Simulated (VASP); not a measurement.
SnTe:

```xyz
2
Lattice="3.9047 0.0000 0.0000 0.0000 3.9047 0.0000 0.0000 0.0000 3.9047" Properties=species:S:1:pos:R:3 pbc="T T T"
Te    1.9524    1.9524    1.9524
Sn    0.0000    0.0000    0.0000
```

| Property | Result |
| --- | --- |
| Program | VASP 6.6.1 |
| Task | relaxation of cell and atoms |
| Functional | HF |
| Potentials or basis | VASP PAW PBE potentials, release 64 (Te, Sn_d) |
| Cutoff | 500 eV |
| k mesh | 4 × 4 × 4 |
| Occupations | fermi-dirac, width 0.05 eV |
| Spin | no spin polarisation |

At the start: pressure 3.9 GPa; volume 29.77 Å³/atom.

Problem. Where does the relaxation end?

Solution. Over 3 steps the energy falls by 26.3 meV/atom and the volume is 32.09 Å³/atom (+7.8 %); space group Pm-3m (No. 221, to 0.05 Å).

Step by step:
| step | energy change (eV) | largest force (eV/Å) | pressure (GPa) | volume (Å³) |
| --- | --- | --- | --- | --- |
| 1 | 0.0000 | 0.0000 | 3.88 | 59.53 |
| 2 | -0.0464 | 0.0000 | -1.12 | 65.96 |
| 3 | -0.0527 | 0.0000 | 0.00 | 64.18 |

Final structure:
```
CELL_PARAMETERS angstrom
4.00369 0.00000 0.00000
0.00000 4.00369 0.00000
0.00000 0.00000 4.00369
ATOMIC_POSITIONS crystal
Te 0.50000 0.50000 0.50000
Sn 0.00000 0.00000 0.00000
```

Caveat: the k points lie up to 0.39 Å⁻¹ apart in the final cell; the PAW data sets were made with another functional, which shifts forces and pressure a little.
